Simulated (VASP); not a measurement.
# SiC in VASP: further runs

The runs below take SiC through single point, relaxation of cell and atoms, with LDA.

All numbers are computed with VASP 6.6.1; they aren't measurements. Logs are shortened: lines on timing, memory, paths and dates and some standing lists are left out, and cuts for length are marked.

### Step 1. The cell of the first run

The typed cell holds 6 atoms: a = 3.061 Å, b = 3.061 Å, c = 7.498 Å, α = 90.00°, β = 90.00°, γ = 120.00°.

### Step 2. Single point, LDA

INCAR reads:

```
SYSTEM = SiC
PREC = Accurate
ENCUT = 520
EDIFF = 1E-6
ISMEAR = 0
SIGMA = 0.01
LREAL = .FALSE.
LASPH = .TRUE.
NELM = 60
ALGO = Normal
ISIF = 2
LWAVE = .FALSE.
LCHARG = .FALSE.
NBANDS = 21
```

KPOINTS reads:

```
Automatic mesh
0
G
  8 8 4
  0 0 0
```

POSCAR reads:

```
SiC
1.0
    3.0611645659      0.0000000000      0.0000000000
   -1.5305822829      2.6510462792      0.0000000000
    0.0000000000      0.0000000000      7.4978300135
Si C
3 3
Direct
    0.0000000000      0.0000000000     -0.0000038999
    0.3333333333      0.6666666667      0.3333294335
    0.6666666667      0.3333333333      0.6666627668
    0.0000000000      0.0000000000      0.2500038999
    0.3333333333      0.6666666667      0.5833372332
    0.6666666667      0.3333333333      0.9166705665
```

Potentials or basis: VASP PAW LDA potentials, release 64 (Si, C).

Launch:

```console
> cat potpaw_LDA.64/Si/POTCAR potpaw_LDA.64/C/POTCAR > POTCAR
> mpirun -np 1 vasp_std > vasp.out
```

OUTCAR:

```text
SYSTEM = SiC
   PREC = Accurate
   ENCUT = 520
   EDIFF = 1E-6
   ISMEAR = 0
   LREAL = .FALSE.
   LASPH = .TRUE.
   NELM = 60
   ISIF = 2

 ion  position               nearest neighbor table
   1  0.000  0.000  1.000-   4 1.87   6 1.87   6 1.87   6 1.87   3 3.06   3 3.06   3 3.06   2 3.06
                             2 3.06   2 3.06
   2  0.333  0.667  0.333-   5 1.87   4 1.87   4 1.87   4 1.87   3 3.06   3 3.06   3 3.06   1 3.06
                             1 3.06   1 3.06
   3  0.667  0.333  0.667-   6 1.87   5 1.87   5 1.87   5 1.87   2 3.06   1 3.06   2 3.06   1 3.06
                             1 3.06   2 3.06
   4  0.000  0.000  0.250-   1 1.87   2 1.87   2 1.87   2 1.87
   5  0.333  0.667  0.583-   2 1.87   3 1.87   3 1.87   3 1.87
   6  0.667  0.333  0.917-   3 1.87   1 1.87   1 1.87   1 1.87

  LATTYP: Found a hexagonal cell.
 ALAT       =     3.0611645659
 C/A-ratio  =     2.4493390839

  Lattice vectors:

 A1 = (   3.0611645659,   0.0000000000,   0.0000000000)
 A2 = (  -1.5305822829,   2.6510462792,   0.0000000000)
 A3 = (   0.0000000000,   0.0000000000,   7.4978300135)

Analysis of symmetry for initial positions (statically):
=====================================================================
 Subroutine PRICEL returns following result:

  LATTYP: Found a trigonal (rhomboedric) cell.
 ALAT       =     3.0610390458
 COS(alpha) =     0.4999589937

  Lattice vectors:

 A1 = (   1.5305822827,   0.8836820932,  -2.4992766702)
 A2 = (   0.0000000001,  -1.7673641862,  -2.4992766717)
 A3 = (  -1.5305822828,   0.8836820930,  -2.4992766717)

   3 primitive cells build up your supercell.

 Routine SETGRP: Setting up the symmetry group for a
 hexagonal supercell.

 Subroutine GETGRP returns: Found  6 space group operations
 (whereof  6 operations were pure point group operations)
 out of a pool of 24 trial point group operations.

The static configuration has the point symmetry C_3v.

Analysis of symmetry for dynamics (positions and initial velocities):
=====================================================================
 Subroutine PRICEL returns following result:

  LATTYP: Found a trigonal (rhomboedric) cell.
 ALAT       =     3.0610390458
 COS(alpha) =     0.4999589937

  Lattice vectors:

 A1 = (   1.5305822827,   0.8836820932,  -2.4992766702)
 A2 = (   0.0000000001,  -1.7673641862,  -2.4992766717)
 A3 = (  -1.5305822828,   0.8836820930,  -2.4992766717)

   3 primitive cells build up your supercell.

 Routine SETGRP: Setting up the symmetry group for a
 hexagonal supercell.

 Subroutine GETGRP returns: Found  6 space group operations
 (whereof  6 operations were pure point group operations)
 out of a pool of 24 trial point group operations.

The dynamic configuration has the point symmetry C_3v.

 Subroutine INISYM returns: Found  6 space group operations
 (whereof  6 operations are pure point group operations),
 and found     3 'primitive' translations

----------------------------------------------------------------------------------------

                                     Primitive cell

  volume of cell :      20.2824

  direct lattice vectors                    reciprocal lattice vectors
     1.530582283  0.883682093 -2.499276670     0.326673061  0.188604780 -0.133371922
     0.000000000 -1.767364186 -2.499276672     0.000000000 -0.377209560 -0.133371922
    -1.530582283  0.883682093 -2.499276672    -0.326673061  0.188604780 -0.133371922

  length of vectors
     3.061039046  3.061039047  3.061039047     0.400093891  0.400093891  0.400093891

  position of ions in fractional coordinates (direct lattice)
     0.000003900  0.000003900  0.000003900
     0.749996100  0.749996100  0.749996100

  ion indices of the primitive-cell ions
   primitive index   ion index
                 1           1
                 2           4

----------------------------------------------------------------------------------------

 KPOINTS: Automatic mesh

Automatic generation of k-mesh.
 Grid dimensions read from file:
 generate k-points for:    8    8    4

 Generating k-lattice:

  Cartesian coordinates                     Fractional coordinates (reciprocal lattice)
     0.040834133  0.023575597  0.000000000     0.125000000  0.000000000  0.000000000
     0.000000000  0.047151195  0.000000000     0.000000000  0.125000000  0.000000000
     0.000000000  0.000000000  0.033342981     0.000000000  0.000000000  0.250000000

  Length of vectors
     0.047151195  0.047151195  0.033342981

  Shift w.r.t. Gamma in fractional coordinates (k-lattice)
     0.000000000  0.000000000  0.000000000

 Subroutine IBZKPT returns following result:
 ===========================================

 Found     35 irreducible k-points:

 Following reciprocal coordinates:
            Coordinates               Weight
  0.000000  0.000000  0.000000      1.000000
  0.125000 -0.000000  0.000000      6.000000
  0.250000 -0.000000  0.000000      6.000000
  0.375000  0.000000  0.000000      6.000000
  0.500000 -0.000000  0.000000      3.000000
  0.125000  0.125000  0.000000      6.000000
[... 16 lines left out ...]
 -0.125000  0.500000  0.250000     12.000000
  0.250000  0.250000  0.250000     12.000000
 [... further k-points ...]
   k-points           NKPTS =     35   k-points in BZ     NKDIM =     35   number of bands    NBANDS=     21
   number of dos      NEDOS =    301   number of ions     NIONS =      6
   total plane-waves  NPLWV =  32256
   dimension x,y,z NGX =    24 NGY =   24 NGZ =   56
   dimension x,y,z NGXF=    48 NGYF=   48 NGZF=  112
   ions per type =               3   3
   NGX,Y,Z   is equivalent  to a cutoff of  13.03, 13.03, 12.42 a.u.
   NGXF,Y,Z  is equivalent  to a cutoff of  26.07, 26.07, 24.83 a.u.
 SYSTEM =  SiC
   PREC   = accura    normal or accurate (medium, high low for compatibility)
   ISTART =      0    job   : 0-new  1-cont  2-samecut
   ICHARG =      2    charge: 1-file 2-atom 10-const
   ISPIN  =      1    spin polarized calculation?
   LNONCOLLINEAR =      F non collinear calculations
   LSORBIT =      F    spin-orbit coupling
   LASPH  =      T    aspherical Exc in radial PAW
   ENCUT  =  520.0 eV  38.22 Ry    6.18 a.u.   5.69  5.69 13.94*2*pi/ulx,y,z
   NELM   =     60;   NELMIN=  2; NELMDL= -5     # of ELM steps
   EDIFF  = 0.1E-05   stopping-criterion for ELM
   LREAL  =      F    real-space projection
[... 7 lines left out ...]
   TEBEG  =    0.0;   TEEND  =   0.0 temperature during run
   PSTRESS=    0.0 pullay stress
   NELECT =      24.0000    total number of electrons
   NUPDOWN=      -1.0000    fix difference up-down
   EMIN   =  10.00;   EMAX   =-10.00  energy-range for DOS
   EFERMI =   0.00;   METHOD = LEGACY
   ISMEAR =     0;   SIGMA  =   0.01  broadening in eV -4-tet -1-fermi 0-gaus
   EFERMI_NEDOS =   21; number of points for ismear=-14 and -15
   IALGO  =     38    algorithm
   IMIX   =      4    mixing-type and parameters
     AMIX     =   0.40;   BMIX     =  1.00
     AMIX_MAG =   1.60;   BMIX_MAG =  1.00
  volume/ion in A,a.u.               =      10.14        68.44
  Fermi-wavevector in a.u.,A,eV,Ry     =   1.200601  2.268807 19.612021  1.441443
  Thomas-Fermi vector in A             =   2.336433
   LORBIT       =      0    0 simple, 1 ext, 2 COOP (PROOUT), +10 PAW based schemes
   GGA     = CA    functional components
   LHFCALC =     F    Hartree Fock is set to
   AEXX    =    0.0000 exact exchange contribution
   IVDW    =     0    specifies the selected vdW correction
   LEPSILON=     F    determine dielectric tensor
   LRPA    =     F    only Hartree local field effects (RPA)
 non-spin polarized calculation
 Gauss-broadening in eV      SIGMA  =   0.01
  energy-cutoff  :      520.00
  volume of cell :       60.85
 maximum number of plane-waves:      1672
 NGX is ok and might be reduce to    24
   NGX = 11   NGY = 11   NGZ = 27

 number of electron      23.9999998 magnetization

 Free energy of the ion-electron system (eV)
  ---------------------------------------------------
  ext. energy  EPLUGINS =         0.00000000
  ---------------------------------------------------
  free energy    TOTEN  =       -49.92611196 eV

  energy without entropy =      -49.92611196  energy(sigma->0) =      -49.92611196

 E-fermi :   8.3974     XC(G=0): -11.6417

 val. band max:        8.2917526240   @ k =   0.0000   0.0000   0.0000
 cond. band min:       9.5782159029   @ k =   0.5000  -0.0000   0.0000
 fundamental gap:      1.2864632789
 Fermi energy:         8.3974490847

 k-point     1 :       0.0000    0.0000    0.0000
  band No.  band energies     occupation
      1      -7.1818      2.00000
      2      -5.0670      2.00000
      3      -5.0670      2.00000
      4       2.0728      2.00000
      5       2.0728      2.00000
      6       7.4412      2.00000
[... 13 lines left out ...]
     20      15.9310      0.00000
     21      15.9310      0.00000

 k-point     2 :       0.1250   -0.0000    0.0000
  band No.  band energies     occupation
      1      -6.9055      2.00000
      2      -4.8098      2.00000
      3      -4.8066      2.00000
      4       2.2453      2.00000
      5       2.2525      2.00000
      6       5.8886      2.00000
[... 13 lines left out ...]
     20      16.2587      0.00000
     21      16.2694      0.00000

 k-point     3 :       0.2500   -0.0000    0.0000
  band No.  band energies     occupation
      1      -6.0916      2.00000
      2      -4.0805      2.00000
      3      -4.0439      2.00000
      4       2.3442      2.00000
      5       2.4800      2.00000
      6       3.8749      2.00000
[... 13 lines left out ...]
     20      17.1592      0.00000
     21      17.3410      0.00000

 k-point     4 :       0.3750    0.0000    0.0000
  band No.  band energies     occupation
      1      -4.8069      2.00000
      2      -3.1434      2.00000
      3      -2.8803      2.00000
      4       0.6709      2.00000
      5       1.5091      2.00000
      6       2.2448      2.00000
[... 13 lines left out ...]
     20      17.3900      0.00000
     21      17.7894      0.00000

 k-point     5 :       0.5000   -0.0000    0.0000
  band No.  band energies     occupation
      1      -3.3558      2.00000
      2      -3.3558      2.00000
      3      -1.9848      2.00000
      4       0.4152      2.00000
      5       0.4267      2.00000
      6       0.4267      2.00000
[... 13 lines left out ...]
     20      17.1564      0.00000
     21      18.9883      0.00000

 k-point     6 :       0.1250    0.1250    0.0000
  band No.  band energies     occupation
      1      -6.3601      2.00000
      2      -4.3044      2.00000
      3      -4.3044      2.00000
      4       2.4800      2.00000
      5       2.4800      2.00000
      6       4.7798      2.00000
[... 13 lines left out ...]
     20      16.9671      0.00000
     21      16.9672      0.00000

 k-point     7 :       0.2500    0.1250    0.0000
  band No.  band energies     occupation
      1      -5.3050      2.00000
      2      -3.4143      2.00000
      3      -3.3447      2.00000
      4       1.6568      2.00000
      5       2.1181      2.00000
      6       3.4722      2.00000
[... 13 lines left out ...]
     20      17.4881      0.00000
     21      17.5789      0.00000
[... 291 lines left out ...]
      1      -5.1691      2.00000
      2      -4.2006      2.00000
      3      -2.5057      2.00000
      4       1.3648      2.00000
      5       1.8609      2.00000
      6       3.5738      2.00000
[... 13 lines left out ...]
     20      17.5161      0.00000
     21      18.1853      0.00000

 k-point    21 :      -0.1250    0.3750    0.2500
  band No.  band energies     occupation
      1      -5.1821      2.00000
      2      -4.1536      2.00000
      3      -2.5835      2.00000
      4       1.4317      2.00000
      5       2.8143      2.00000
      6       2.8568      2.00000
[... 13 lines left out ...]
     20      17.9666      0.00000
     21      18.1356      0.00000

 k-point    22 :       0.3750    0.1250    0.2500
  band No.  band energies     occupation
      1      -3.7174      2.00000
      2      -3.2313      2.00000
      3      -1.8642      2.00000
      4       0.0844      2.00000
      5       0.7365      2.00000
      6       2.0646      2.00000
[... 13 lines left out ...]
     20      17.1308      0.00000
     21      19.3029      0.00000

 k-point    23 :      -0.1250    0.5000    0.2500
  band No.  band energies     occupation
      1      -3.8270      2.00000
      2      -2.7968      2.00000
      3      -2.4054      2.00000
      4       0.6607      2.00000
      5       0.9062      2.00000
      6       1.4996      2.00000
[... 13 lines left out ...]
     20      18.1762      0.00000
     21      19.1203      0.00000

 k-point    24 :       0.2500    0.2500    0.2500
  band No.  band energies     occupation
      1      -3.9660      2.00000
      2      -3.1156      2.00000
      3      -1.9575      2.00000
      4       1.1665      2.00000
      5       1.1768      2.00000
      6       2.0023      2.00000
[... 13 lines left out ...]
     20      18.0031      0.00000
     21      18.4478      0.00000

 [... further k-points ...]

------------------------ aborting loop because EDIFF is reached ----------------------------------------

  FORCE on cell =-STRESS in cart. coord.  units (eV):
  Direction    XX          YY          ZZ          XY          YZ          ZX
  --------------------------------------------------------------------------------------
  -------------------------------------------------------------------------------------
  Total        0.1495886      0.1495886      0.1512150      0.0000000      0.0000000      0.0000000
  in kB        3.9388518      3.9388518      3.9816744      0.0000000      0.0000000      0.0000000
  external PRESSURE =       3.9531260 kB  Pullay stress =       0.0000000 kB

 VOLUME and BASIS-vectors are now :
 -----------------------------------------------------------------------------
  energy-cutoff  :      520.00
  volume of cell :       60.85
      direct lattice vectors                 reciprocal lattice vectors
     3.061164566  0.000000000  0.000000000     0.326673061  0.188604780  0.000000000
    -1.530582283  2.651046279  0.000000000     0.000000000  0.377209560  0.000000000
     0.000000000  0.000000000  7.497830013     0.000000000  0.000000000  0.133371922

 POSITION                                       TOTAL-FORCE (eV/Angst)
 -----------------------------------------------------------------------------------
      0.00000      0.00000      7.49780        -0.000000      0.000000     -0.000036
     -0.00000      1.76736      2.49925        -0.000000      0.000000     -0.000036
      1.53058      0.88368      4.99852         0.000000      0.000000     -0.000036
      0.00000      0.00000      1.87449        -0.000000     -0.000000      0.000036
     -0.00000      1.76736      4.37376        -0.000000     -0.000000      0.000036
      1.53058      0.88368      6.87304         0.000000     -0.000000      0.000036
 -----------------------------------------------------------------------------------
    total drift:                               -0.000000      0.000000      0.000016

  FREE ENERGIE OF THE ION-ELECTRON SYSTEM (eV)
  ---------------------------------------------------
  free  energy   TOTEN  =       -49.9261119555 eV

  energy  without entropy=      -49.9261119555  energy(sigma->0) =      -49.92611196
```

Wall time 26 s (1 thread of Intel Xeon Platinum 8488C (Sapphire Rapids), shared host); peak memory 0.16 GiB.

What came out:

```yaml
Free_energy: -49.9261 eV
Pressure: 0.4 GPa
Band_gap_on_the_k_mesh: 1.29 eV
```

A k mesh can miss the band edges.

### Step 3. Relaxation of cell and atoms, LDA

This run uses another cell than the first one, of 10.35 Å³/atom.

INCAR reads:

```
PREC = Accurate
ENCUT = 600
EDIFF = 1E-6
ISMEAR = 0
SIGMA = 0.01
LREAL = F
LASPH = T
NELM = 100
ALGO = Normal
ISIF = 3
LWAVE = F
LCHARG = F
IBRION = 2
NSW = 80
EDIFFG = -0.002
```

KPOINTS reads:

```
regular mesh
0
Gamma
  8 8 4
```

POSCAR reads:

```
SiC
1.0
    3.0800000000      0.0000000000      0.0000000000
   -1.5400000000      2.6673582437      0.0000000000
    0.0000000000      0.0000000000      7.5600000000
Si C
3 3
Direct
    0.0000000000      0.0000000000      0.0000000000
    0.3333333333      0.6666666667      0.3333333333
    0.6666666667      0.3333333333      0.6666666667
    0.0000000000      0.0000000000      0.2500000000
    0.3333333333      0.6666666667      0.5833333333
    0.6666666667      0.3333333333      0.9166666667
```

Potentials or basis: VASP PAW LDA potentials, release 64 (Si, C).

Launch:

```console
> cat potpaw_LDA.64/Si/POTCAR potpaw_LDA.64/C/POTCAR > POTCAR
> mpirun -np 1 vasp_std > vasp.out
```

Run time: 1.9 min. Hardware: 1 thread of Intel Xeon Platinum 8488C (Sapphire Rapids), shared host; peak memory 0.18 GiB.

Results (log left out):

| Property | Result |
| --- | --- |
| Free energy | -49.9341 eV |
| Relaxed volume | 10.15 Å³/atom |
| Relaxed cell | a = 3.062 Å, b = 3.062 Å, c = 7.500 Å, α = 90.00°, β = 90.00°, γ = 120.00° |
| Space group after relaxing (to 0.1 Å) | F-43m (No. 216) |
| Energy gained by relaxing | 2.8 meV/atom |
| Ionic steps | 10 |
| Pressure after relaxing | 0.0 GPa |
| Band gap on the k mesh | 1.29 eV |

Step by step:
```csv
step,energy change (eV),largest force (eV/Å),pressure (GPa),volume (Å³)
1,0.0000,0.0175,-4.30,62.11
2,0.0029,0.0523,4.98,59.65
3,-0.0167,0.0126,-0.02,60.91
4,-0.0167,0.0133,0.07,60.89
5,-0.0167,0.0064,-0.06,60.92
6,-0.0167,0.0007,-0.03,60.91
7,-0.0167,0.0001,-0.02,60.91
8,-0.0167,0.0003,-0.02,60.91
9,-0.0167,0.0012,0.01,60.91
10,-0.0167,0.0011,0.00,60.91
```

Final structure:
```
Si C
1.0
     3.06217    0.00000    0.00000
    -1.53108    2.65192    0.00000
     0.00000    0.00000    7.50037
Si C
3 3
Direct
  0.00000 0.00000 0.00000
  0.33333 0.66667 0.33333
  0.66667 0.33333 0.66667
  0.00000 0.00000 0.25000
  0.33333 0.66667 0.58333
  0.66667 0.33333 0.91667
```

Levels at points of the mesh, in eV from the valence-band top:
| k point | band 8 | band 9 | band 10 | band 11 | band 12 | band 13 | band 14 | band 15 | band 16 |
| --- | --- | --- | --- | --- | --- | --- | --- | --- | --- |
| (0.00, 0.00, 0.00) | -0.85 | -0.85 | 0.00 | 0.00 | 0.00 | 5.81 | 5.81 | 6.52 | 7.32 |
| (0.50, 0.00, 0.00) | -3.23 | -2.79 | -2.79 | -1.77 | -1.77 | 1.29 | 4.26 | 4.81 | 4.81 |
| (0.00, 0.00, 0.50) | -1.06 | -0.33 | -0.33 | -0.33 | -0.33 | 5.56 | 6.48 | 6.48 | 7.21 |
| (0.50, 0.00, 0.50) | -4.43 | -2.82 | -2.82 | -1.06 | -1.06 | 2.67 | 2.67 | 5.56 | 6.18 |
